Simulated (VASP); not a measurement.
Set up this calculation in VASP 6.6.1, as the native input.

| Item | Value |
| --- | --- |
| Task | single point |
| Functional | PBEsol |
| Potentials or basis | VASP PAW PBE potentials, release 64 (Si) |
| Cutoff | 520 eV |
| k mesh | 2 × 2 × 2 |
| Occupations | fermi-dirac, width 0.05 eV |
| Spin | no spin polarisation |
| Dipole correction | no |
| Further INCAR settings | LREAL = Auto; ALGO = Normal; EDIFF = 1e-06; NBANDS = 48 |

The structure of Si (a cell with a defect) lies in POSCAR:

```
Si
1.0
    0.0000000000      5.4300000000      5.4300000000
    5.4300000000      0.0000000000      5.4300000000
    5.4300000000      5.4300000000      0.0000000000
Si
17
Direct
    0.0005800069      0.0005752668      0.0006888477
    0.1234718372      0.1234715771      0.1234761894
   -0.0030713475     -0.0030709453      0.5036231697
    0.1226677404      0.1226666178      0.6323158912
   -0.0030752684      0.5036042864     -0.0030835496
    0.1226893109      0.6321937623      0.1227188671
   -0.0032727517      0.5030943437      0.5031481687
    0.1263021764      0.6245552633      0.6245485497
    0.5036051439     -0.0030747807     -0.0030834790
    0.6321989198      0.1226871329      0.1227178987
    0.5030962147     -0.0032732817      0.5031477697
    0.6245549095      0.1263035100      0.6245484055
    0.5031032383      0.5031009096     -0.0032576448
    0.6245557771      0.6245559836      0.1262725110
    0.4998220815      0.4998234097      0.4997923328
    0.6243163179      0.6243158049      0.6243307406
    0.2505659931      0.2505609397      0.2506833317
```

The input as run:

INCAR

```
PREC     = Accurate       # precision mode
ENCUT    = 520            # plane-wave cutoff, eV
EDIFF    = 1E-6           # SCF threshold, eV
ISMEAR   = -1             # smearing method
SIGMA    = 0.05           # smearing width, eV
LREAL    = Auto         
LASPH    = True           # aspherical terms in the spheres
NELM     = 60             # most SCF steps
ALGO     = Normal         # electronic algorithm
ISIF     = 2              # what is computed and relaxed
LWAVE    = False          # write WAVECAR
LCHARG   = False          # write CHGCAR
GGA      = PS             # functional
NBANDS   = 48             # bands
```

KPOINTS

```
Automatic mesh
0
Gamma
  2 2 2
```

Potentials or basis: VASP PAW PBE potentials, release 64 (Si).

Command:

```sh
$ cat potpaw_PBE.64/Si/POTCAR > POTCAR
$ mpirun -np 1 vasp_std > vasp.out
```

It gave:

```json
{
 "Pressure": "3.5 GPa",
 "Largest force": "0.039 eV/Å",
 "Band gap on the k mesh": "zero (band 34 reaches 6.81 eV, above the bottom of band 35 at 6.56 eV)"
}
```

Caveat: the k points lie up to 0.50 Å⁻¹ apart; the PAW data sets were made with another functional, which shifts forces and pressure a little.

It took 3.6 min on 1 thread of AMD EPYC 9R14 (Zen 4) (shared host), peak memory 0.41 GiB.
